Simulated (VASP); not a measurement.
## Hf3N2: single point with PBEsol

Hf3N2:

```
Hf N
1.0
     1.59943    0.92343    7.75484
    -1.59943    0.92343    7.75484
     0.00000   -1.84686    7.75484
Hf N
3 2
Direct
  0.77942 0.77942 0.77942
  0.22058 0.22058 0.22058
  0.00000 0.00000 0.00000
  0.61192 0.61192 0.61192
  0.38808 0.38808 0.38808
```

* Program: VASP 6.6.1
* Task: single point
* Functional: PBEsol
* Potentials or basis: VASP PAW PBE potentials, release 64 (Hf_pv, N)
* Cutoff: 520 eV
* k mesh: 12 × 12 × 12
* Occupations: gaussian, width 0.2 eV
* Spin: no spin polarisation

```
Pressure               : -3.6 GPa
Largest force          : 0.320 eV/Å
Band gap on the k mesh : zero (band 20 reaches 7.24 eV, above the bottom of band 21 at 6.17 eV)
```

Forces on the atoms (eV/Å):
```
Hf   0.000  0.000 -0.320
Hf   0.000  0.000  0.320
Hf   0.000  0.000  0.000
N    0.000  0.000 -0.201
N    0.000  0.000  0.201
```

Stress tensor (GPa, compression positive):
```
-3.39  0.00  0.00
 0.00 -3.39  0.00
 0.00  0.00 -3.97
```

Levels at points of the mesh, in eV from the Fermi level:
| k point | band 18 | band 19 | band 20 | band 21 | band 22 | band 23 |
| --- | --- | --- | --- | --- | --- | --- |
| (0.00, 0.00, 0.00) | -3.06 | 0.23 | 0.55 | 0.81 | 0.81 | 1.85 |
| (0.50, 0.00, 0.00) | -2.41 | -1.01 | -0.49 | -0.37 | 2.78 | 3.26 |
| (0.50, 0.50, 0.00) | -2.97 | -0.88 | -0.24 | 0.52 | 1.85 | 3.20 |
| (0.50, 0.50, 0.50) | -1.67 | -1.01 | 0.49 | 0.49 | 1.48 | 1.49 |

It took 11 min on 1 thread of Intel(R) Xeon(R) 6975P-C (Granite Rapids) (shared host), peak memory 0.67 GiB.

Caveat: the PAW data sets were made with another functional, which shifts forces and pressure a little; spin-orbit coupling is left out, which moves the levels of the heavy elements.
